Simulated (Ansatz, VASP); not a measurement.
BeS: VASP beside Ansatz

```
CELL_PARAMETERS angstrom
3.33316 0.00000 0.00000
-1.66658 2.88660 0.00000
0.00000 0.00000 5.29888
ATOMIC_POSITIONS crystal
Be 0.00000 0.00000 0.00000
Be 0.00000 0.00000 0.50000
S 0.33333 0.66667 0.25000
S 0.66667 0.33333 0.75000
```

Alike in both runs: task single point; functional PBE; k mesh 9 × 9 × 4; no spin polarisation.

|  | VASP | Ansatz |
| --- | --- | --- |
| version | VASP 6.6.1 | Ansatz 0.2.0 |
| potentials or method | VASP PAW PBE potentials, release 64 (Be, S) | plane waves, PAW |
| plane-wave cutoff (eV) | 520 | 420 |
| occupations | gaussian, width 0.01 eV | fixed |
| valence electrons in the cell | 16 | 16 |

```tsv
	VASP	Ansatz	Ansatz less VASP
gap on the k mesh at the Fermi level (eV)	1.47	1.46	-0.008
pressure (GPa)	-3.1	-3.0	+0.08
```
